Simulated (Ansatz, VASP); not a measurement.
Sr2SeO: VASP beside Ansatz

```xyz
4
Lattice="4.1917 0.0000 0.0000 0.0000 4.1917 0.0000 0.0000 0.0000 5.9378" Properties=species:S:1:pos:R:3 pbc="T T T"
O     0.0000    0.0000    0.0000
Sr    0.0000    0.0000    2.9689
Sr    2.0958    2.0958    0.0000
Se    2.0958    2.0958    2.9689
```

Alike in both runs: task single point; functional PBE; k mesh 6 × 6 × 4; no spin polarisation.

```csv
,VASP,Ansatz
version,VASP 6.6.1,Ansatz 0.2.0
potentials or method,"VASP PAW PBE potentials, release 64 (O, Sr_sv, Se)","plane waves, PAW"
plane-wave cutoff (eV),520,420
occupations,"gaussian, width 0.01 eV",fixed
valence electrons in the cell,32,42
```

Ansatz gave:

```
gap on the k mesh at the Fermi level (eV) : 2.01
pressure (GPa)                            : -1.4
```

**Question.** Which values does VASP return?

**Answer.** gap on the k mesh at the Fermi level (eV): 1.99; pressure (GPa): -1.2.

VASP's potentials hold 32 valence electrons a cell and Ansatz's 42, so a difference there can come from the potentials and not from the codes.
